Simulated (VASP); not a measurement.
Here is a VASP 6.6.1 calculation.

File INCAR:

```
SYSTEM = Se
  PREC = Accurate
  ENCUT = 520
  EDIFF = 1E-7
  ISMEAR = -1
  SIGMA = 0.08
  LREAL = .FALSE.
  LASPH = .TRUE.
  NELM = 100
  ALGO = Normal
  ISIF = 2
  LWAVE = .FALSE.
  LCHARG = .FALSE.
  GGA = PE
  NBANDS = 13
```

The input KPOINTS:

```
regular mesh
0
G
  14 14 8
  0 0 0
```

File POSCAR:

```
Se
1.0
    2.6124038225      0.0000000000      0.0000000000
   -1.3062019113      2.2624080753      0.0000000000
    0.0000000000      0.0000000000      3.9262063886
Se
2
Direct
    0.3333333333      0.6666666667      0.2500000000
    0.6666666667      0.3333333333      0.7500000000
```

Potentials or basis: VASP PAW PBE potentials, release 64 (Se).

Run with:

```console
$ cat potpaw_PBE.64/Se/POTCAR > POTCAR
$ mpirun -np 1 vasp_std > vasp.out
```

Question: What does it give for the band gap on the k mesh?

Answer: Zero (band 6 reaches 19.75 eV, above the bottom of band 7 at 10.55 eV).

Question: Estimate the pressure.

Answer: 141.7 GPa.

Stress tensor (GPa, compression positive):
```
141.47   0.00   0.00
  0.00 141.47   0.00
  0.00   0.00 142.14
```
